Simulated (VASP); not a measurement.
Set up this calculation in VASP 6.6.1, as the native input.

```
Task                   : single point
Functional             : PBE
Potentials or basis    : VASP PAW PBE potentials, release 64 (Sn_d, O)
Cutoff                 : 520 eV
k mesh                 : 6 × 6 × 8
Occupations            : gaussian, width 0.05 eV
Spin                   : no spin polarisation
Dipole correction      : no
Further INCAR settings : ALGO = Normal; EDIFF = 1e-06; NBANDS = 35
```

The structure of SnO2 lies in POSCAR:

```
SnO2
1.0
    4.6588205247      0.0000000000      0.0000000000
    0.0000000000      4.6588337298      0.0000000000
    0.0000000000      0.0000000000      3.4645545711
Sn O
2 4
Direct
    0.5000000000      0.5000000000      0.5000000000
    0.0000000000      0.0000000000      0.0000000000
    0.3434840913      0.2697233079      0.0000000000
    0.8434840913      0.2302766921      0.5000000000
    0.1565159087      0.7697233079      0.5000000000
    0.6565159087      0.7302766921      0.0000000000
```

This cell differs from its parent crystal: mode 4 frozen in at +0.252 Å, strain +e along z and -e/2 along x and y +0.0700.

One way to write it, as run:

INCAR

```
SYSTEM = SnO2
  ALGO = Normal
  EDIFF = 1E-6
  ENCUT = 520
  GGA = PE
  ISIF = 2
  ISMEAR = 0
  LASPH = .TRUE.
  LCHARG = .FALSE.
  LREAL = .FALSE.
  LWAVE = .FALSE.
  NBANDS = 35
  NELM = 60
  PREC = Accurate
  SIGMA = 0.05
```

KPOINTS

```
k-points
0
G
  6 6 8
  0 0 0
```

Potentials or basis: VASP PAW PBE potentials, release 64 (Sn_d, O).

The run is started by

```bash
$ cat potpaw_PBE.64/Sn_d/POTCAR potpaw_PBE.64/O/POTCAR > POTCAR
$ mpirun -np 1 vasp_std > vasp.out
```

Results of the run:

The pressure is -2.9 GPa and the largest force is 0.457 eV/Å. The band gap on the k mesh is 0.91 eV, indirect (least direct gap 1.07 eV).

Caveat: the cell differs from its parent crystal (mode 4 frozen in at +0.252 Å, strain +e along z and -e/2 along x and y +0.0700); spin-orbit coupling is left out, which moves the levels of the heavy elements.

It took 79 s on 1 thread of Intel(R) Xeon(R) 6975P-C (Granite Rapids), with other jobs on the host, peak memory 0.29 GiB.
